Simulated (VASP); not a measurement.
# Si4BW (P4/mmm) in VASP: notebook

Runs on Si4BW. Level: PBE. Tasks: single point, relaxation of cell and atoms.

All numbers are computed with VASP 6.6.1; they aren't measurements. Logs are shortened: lines on timing, memory, paths and dates and some standing lists are left out, and cuts for length are marked.

**1. The cell of the first run**

It takes space group P4/mmm (No. 123, tetragonal). The conventional cell has a = 3.753 Å, b = 3.753 Å, c = 5.932 Å, α = 90.00°, β = 90.00°, γ = 90.00°. Si (site symmetry 2mm) has 2 B at 2.26 Å and 5 Si at 2.52 to 2.65 Å and 2 W at 2.54 Å within 3.0 Å. Within 3.0 Å of B (site symmetry 4/mmm) lie 8 Si at 2.26 Å. W (site symmetry 4/mmm) has 8 Si at 2.54 Å within 3.3 Å.

The cell was generated, and may not be a known phase.

**2. Single point, PBE**

INCAR

```
PREC     = Accurate       # precision mode
ENCUT    = 520            # plane-wave cutoff, eV
EDIFF    = 1E-6           # SCF threshold, eV
ISMEAR   = 0              # smearing method
SIGMA    = 0.1            # smearing width, eV
LREAL    = False          # projectors in reciprocal space
LASPH    = True           # aspherical terms in the spheres
NELM     = 100            # most SCF steps
ALGO     = Normal         # electronic algorithm
ISIF     = 2              # what is computed and relaxed
LWAVE    = False          # write WAVECAR
LCHARG   = False          # write CHGCAR
GGA      = PE             # functional
NBANDS   = 26             # bands
```

KPOINTS

```
regular mesh
0
Gamma
  6 6 4
```

POSCAR

```
Si4BW
1.0
    3.7532215145      0.0000000000      0.0000000000
    0.0000000000      3.7532215145      0.0000000000
    0.0000000000      0.0000000000      5.9322798325
Si B W
4 1 1
Direct
    0.5000000000      0.0000000000      0.7122647234
    0.0000000000      0.5000000000      0.2877352766
    0.5000000000      0.0000000000      0.2877352766
    0.0000000000      0.5000000000      0.7122647234
    0.5000000000      0.5000000000      0.5000000000
    0.0000000000      0.0000000000      0.0000000000
```

Potentials or basis: VASP PAW PBE potentials, release 64 (Si, B, W_sv).

The run is started by

```console
cat potpaw_PBE.64/Si/POTCAR potpaw_PBE.64/B/POTCAR potpaw_PBE.64/W_sv/POTCAR > POTCAR
mpirun -np 1 vasp_std > vasp.out
```

OUTCAR:

```text
PREC = Accurate
   ENCUT = 520
   EDIFF = 1E-6
   ISMEAR = 0
   LREAL = False
   LASPH = True
   NELM = 100
   ISIF = 2
   GGA = PE

 ion  position               nearest neighbor table
   1  0.500  0.000  0.712-   5 2.26   5 2.26   3 2.52   6 2.54   6 2.54   4 2.65   4 2.65   4 2.65
                             4 2.65
   2  0.000  0.500  0.288-   5 2.26   5 2.26   4 2.52   6 2.54   6 2.54   3 2.65   3 2.65   3 2.65
                             3 2.65
   3  0.500  0.000  0.288-   5 2.26   5 2.26   1 2.52   6 2.54   6 2.54   2 2.65   2 2.65   2 2.65
                             2 2.65
   4  0.000  0.500  0.712-   5 2.26   5 2.26   2 2.52   6 2.54   6 2.54   1 2.65   1 2.65   1 2.65
                             1 2.65
   5  0.500  0.500  0.500-   1 2.26   2 2.26   3 2.26   4 2.26   1 2.26   3 2.26   2 2.26   4 2.26

   6  0.000  0.000  0.000-   1 2.54   2 2.54   3 2.54   4 2.54   2 2.54   4 2.54   1 2.54   3 2.54

  LATTYP: Found a simple tetragonal cell.
 ALAT       =     3.7532215145
 C/A-ratio  =     1.5805834560

  Lattice vectors:

 A1 = (   3.7532215145,   0.0000000000,   0.0000000000)
 A2 = (   0.0000000000,   3.7532215145,   0.0000000000)
 A3 = (   0.0000000000,   0.0000000000,   5.9322798325)

Analysis of symmetry for initial positions (statically):
=====================================================================
 Subroutine PRICEL returns:
 Original cell was already a primitive cell.

 Routine SETGRP: Setting up the symmetry group for a
 simple tetragonal supercell.

 Subroutine GETGRP returns: Found 16 space group operations
 (whereof 16 operations were pure point group operations)
 out of a pool of 16 trial point group operations.

The static configuration has the point symmetry D_4h.

Analysis of symmetry for dynamics (positions and initial velocities):
=====================================================================
 Subroutine PRICEL returns:
 Original cell was already a primitive cell.

 Routine SETGRP: Setting up the symmetry group for a
 simple tetragonal supercell.

 Subroutine GETGRP returns: Found 16 space group operations
 (whereof 16 operations were pure point group operations)
 out of a pool of 16 trial point group operations.

The dynamic configuration has the point symmetry D_4h.

 Subroutine INISYM returns: Found 16 space group operations
 (whereof 16 operations are pure point group operations),
 and found     1 'primitive' translations

----------------------------------------------------------------------------------------

                                     Primitive cell

  volume of cell :      83.5661

  direct lattice vectors                    reciprocal lattice vectors
     3.753221514  0.000000000  0.000000000     0.266437778  0.000000000  0.000000000
     0.000000000  3.753221514  0.000000000     0.000000000  0.266437778  0.000000000
     0.000000000  0.000000000  5.932279832     0.000000000  0.000000000  0.168569256

  length of vectors
     3.753221514  3.753221514  5.932279832     0.266437778  0.266437778  0.168569256

  position of ions in fractional coordinates (direct lattice)
     0.500000000  0.000000000  0.712264723
     0.000000000  0.500000000  0.287735277
     0.500000000  0.000000000  0.287735277
     0.000000000  0.500000000  0.712264723
     0.500000000  0.500000000  0.500000000
     0.000000000  0.000000000  0.000000000

  ion indices of the primitive-cell ions
   primitive index   ion index
                 1           1
                 2           2
                 3           3
                 4           4
                 5           5
                 6           6

----------------------------------------------------------------------------------------

 KPOINTS: regular mesh

Automatic generation of k-mesh.
 Grid dimensions read from file:
 generate k-points for:    6    6    4

 Generating k-lattice:

  Cartesian coordinates                     Fractional coordinates (reciprocal lattice)
     0.044406296  0.000000000  0.000000000     0.166666667  0.000000000  0.000000000
     0.000000000  0.044406296  0.000000000     0.000000000  0.166666667  0.000000000
     0.000000000  0.000000000  0.042142314     0.000000000  0.000000000  0.250000000

  Length of vectors
     0.044406296  0.044406296  0.042142314

  Shift w.r.t. Gamma in fractional coordinates (k-lattice)
     0.000000000  0.000000000  0.000000000

 Subroutine IBZKPT returns following result:
 ===========================================

 Found     30 irreducible k-points:

 Following reciprocal coordinates:
            Coordinates               Weight
  0.000000  0.000000  0.000000      1.000000
  0.166667  0.000000  0.000000      4.000000
  0.333333  0.000000  0.000000      4.000000
  0.500000  0.000000  0.000000      2.000000
  0.166667  0.166667  0.000000      4.000000
  0.333333  0.166667  0.000000      8.000000
[... 16 lines left out ...]
  0.333333  0.000000  0.500000      4.000000
  0.500000  0.000000  0.500000      2.000000
 [... further k-points ...]
   k-points           NKPTS =     30   k-points in BZ     NKDIM =     30   number of bands    NBANDS=     26
   number of dos      NEDOS =    301   number of ions     NIONS =      6
   total plane-waves  NPLWV =  37632
   dimension x,y,z NGX =    28 NGY =   28 NGZ =   48
   dimension x,y,z NGXF=    56 NGYF=   56 NGZF=   96
   ions per type =               4   1   1
   NGX,Y,Z   is equivalent  to a cutoff of  12.40, 12.40, 13.45 a.u.
   NGXF,Y,Z  is equivalent  to a cutoff of  24.80, 24.80, 26.90 a.u.
 SYSTEM =  unknown system
   PREC   = accura    normal or accurate (medium, high low for compatibility)
   ISTART =      0    job   : 0-new  1-cont  2-samecut
   ICHARG =      2    charge: 1-file 2-atom 10-const
   ISPIN  =      1    spin polarized calculation?
   LNONCOLLINEAR =      F non collinear calculations
   LSORBIT =      F    spin-orbit coupling
   LASPH  =      T    aspherical Exc in radial PAW
   ENCUT  =  520.0 eV  38.22 Ry    6.18 a.u.   6.98  6.98 11.03*2*pi/ulx,y,z
   NELM   =    100;   NELMIN=  2; NELMDL= -5     # of ELM steps
   EDIFF  = 0.1E-05   stopping-criterion for ELM
   LREAL  =      F    real-space projection
   EDIFFG = 0.1E-04   stopping-criterion for IOM
   NSW    =      0    number of steps for IOM
   IBRION =     -1    ionic relax: 0-MD 1-quasi-New 2-CG
   NFREE  =      0    steps in history (QN), initial steepest desc. (CG)
   ISIF   =      2    stress and relaxation
   ISYM   =      2    0-nonsym 1-usesym 2-fastsym
   POTIM  = 0.5000    time-step for ionic-motion
   TEBEG  =    0.0;   TEEND  =   0.0 temperature during run
   PSTRESS=    0.0 pullay stress
   NELECT =      33.0000    total number of electrons
   NUPDOWN=      -1.0000    fix difference up-down
   EMIN   =  10.00;   EMAX   =-10.00  energy-range for DOS
   EFERMI =   0.00;   METHOD = LEGACY
   ISMEAR =     0;   SIGMA  =   0.10  broadening in eV -4-tet -1-fermi 0-gaus
   EFERMI_NEDOS =   21; number of points for ismear=-14 and -15
   IALGO  =     38    algorithm
   IMIX   =      4    mixing-type and parameters
     AMIX     =   0.40;   BMIX     =  1.00
     AMIX_MAG =   1.60;   BMIX_MAG =  1.00
  volume/ion in A,a.u.               =      13.93        93.99
  Fermi-wavevector in a.u.,A,eV,Ry     =   1.201073  2.269699 19.627449  1.442577
  Thomas-Fermi vector in A             =   2.336892
   LORBIT       =      0    0 simple, 1 ext, 2 COOP (PROOUT), +10 PAW based schemes
   GGA     = PE    functional components
   LHFCALC =     F    Hartree Fock is set to
   AEXX    =    0.0000 exact exchange contribution
   IVDW    =     0    specifies the selected vdW correction
   LEPSILON=     F    determine dielectric tensor
   LRPA    =     F    only Hartree local field effects (RPA)
 non-spin polarized calculation
 Gauss-broadening in eV      SIGMA  =   0.10
  energy-cutoff  :      520.00
  volume of cell :       83.57
 maximum number of plane-waves:      2268
 NGX is ok and might be reduce to    28
   NGX = 13   NGY = 13   NGZ = 23

 number of electron      33.0000000 magnetization

 Free energy of the ion-electron system (eV)
  ---------------------------------------------------
  ext. energy  EPLUGINS =         0.00000000
  ---------------------------------------------------
  free energy    TOTEN  =       -39.09206477 eV

  energy without entropy =      -39.07489205  energy(sigma->0) =      -39.08347841

 E-fermi :   9.7727     XC(G=0): -11.4189

 val. band max:        9.7585846889   @ k =   0.1667   0.0000   0.5000
 cond. band min:       9.7773955892   @ k =   0.5000   0.3333   0.0000
 fundamental gap:      0.0188109002
 Fermi energy:         9.7726628388

 k-point     1 :       0.0000    0.0000    0.0000
  band No.  band energies     occupation
      1     -64.2407      2.00000
      2     -28.7743      2.00000
      3     -28.4248      2.00000
      4     -28.4248      2.00000
      5      -4.7891      2.00000
      6      -0.8274      2.00000
[... 18 lines left out ...]
     25      14.8460      0.00000
     26      15.7862      0.00000

 k-point     2 :       0.1667    0.0000    0.0000
  band No.  band energies     occupation
      1     -64.2406      2.00000
      2     -28.7730      2.00000
      3     -28.4350      2.00000
      4     -28.4241      2.00000
      5      -4.5149      2.00000
      6      -0.6156      2.00000
[... 18 lines left out ...]
     25      14.4846      0.00000
     26      16.1237      0.00000

 k-point     3 :       0.3333    0.0000    0.0000
  band No.  band energies     occupation
      1     -64.2402      2.00000
      2     -28.7706      2.00000
      3     -28.4552      2.00000
      4     -28.4227      2.00000
      5      -3.7113      2.00000
      6      -0.4746      2.00000
[... 572 lines left out ...]
 k-point    23 :       0.3333    0.0000    0.5000
  band No.  band energies     occupation
      1     -64.2402      2.00000
      2     -28.7707      2.00000
      3     -28.4552      2.00000
      4     -28.4228      2.00000
      5      -3.4545      2.00000
      6      -1.1082      2.00000
[... 18 lines left out ...]
     25      14.1651      0.00000
     26      15.4404      0.00000

 k-point    24 :       0.5000    0.0000    0.5000
  band No.  band energies     occupation
      1     -64.2401      2.00000
      2     -28.7695      2.00000
      3     -28.4653      2.00000
      4     -28.4221      2.00000
      5      -2.7217      2.00000
      6      -1.3443      2.00000
[... 18 lines left out ...]
     25      15.0693      0.00000
     26      15.7104      0.00000

 [... further k-points ...]

------------------------ aborting loop because EDIFF is reached ----------------------------------------

  FORCE on cell =-STRESS in cart. coord.  units (eV):
  Direction    XX          YY          ZZ          XY          YZ          ZX
  --------------------------------------------------------------------------------------
  -------------------------------------------------------------------------------------
  Total       -0.0202976     -0.0202976      0.0338956      0.0000000      0.0000000      0.0000000
  in kB       -0.3891582     -0.3891582      0.6498671      0.0000000      0.0000000      0.0000000
  external PRESSURE =      -0.0428164 kB  Pullay stress =       0.0000000 kB

 VOLUME and BASIS-vectors are now :
 -----------------------------------------------------------------------------
  energy-cutoff  :      520.00
  volume of cell :       83.57
      direct lattice vectors                 reciprocal lattice vectors
     3.753221514  0.000000000  0.000000000     0.266437778  0.000000000  0.000000000
     0.000000000  3.753221514  0.000000000     0.000000000  0.266437778  0.000000000
     0.000000000  0.000000000  5.932279832     0.000000000  0.000000000  0.168569256

 POSITION                                       TOTAL-FORCE (eV/Angst)
 -----------------------------------------------------------------------------------
      1.87661      0.00000      4.22535         0.000000     -0.000000     -0.002410
      0.00000      1.87661      1.70693        -0.000000      0.000000      0.002410
      1.87661      0.00000      1.70693        -0.000000      0.000000      0.002410
      0.00000      1.87661      4.22535         0.000000     -0.000000     -0.002410
      1.87661      1.87661      2.96614         0.000000      0.000000      0.000000
      0.00000      0.00000      0.00000         0.000000      0.000000      0.000000
 -----------------------------------------------------------------------------------
    total drift:                               -0.000000      0.000000      0.000000

  FREE ENERGIE OF THE ION-ELECTRON SYSTEM (eV)
  ---------------------------------------------------
  free  energy   TOTEN  =       -39.0920647741 eV

  energy  without entropy=      -39.0748920505  energy(sigma->0) =      -39.08347841
```

Run time: 52 s. Hardware: 1 thread of Intel Xeon 6975P-C (Granite Rapids), shared host; peak memory 0.21 GiB.

Results:

```yaml
Free_energy: -39.0921 eV
Pressure: 0.0 GPa
Band_gap_on_the_k_mesh: zero (an odd number of electrons rules out a gap without spin polarisation)
```

Forces on the atoms (eV/Å):
```
Si   0.000  0.000 -0.002
Si   0.000  0.000  0.002
Si   0.000  0.000  0.002
Si   0.000  0.000 -0.002
B    0.000  0.000  0.000
W    0.000  0.000  0.000
```

Stress tensor (GPa, compression positive):
```
-0.04  0.00  0.00
 0.00 -0.04  0.00
 0.00  0.00  0.06
```

Caveat: spin-orbit coupling is left out, which moves the levels of the heavy elements.

(Continued in part 2 of 4.)

The gap in the log of VASP goes by the Fermi energy; the results here count the filled bands.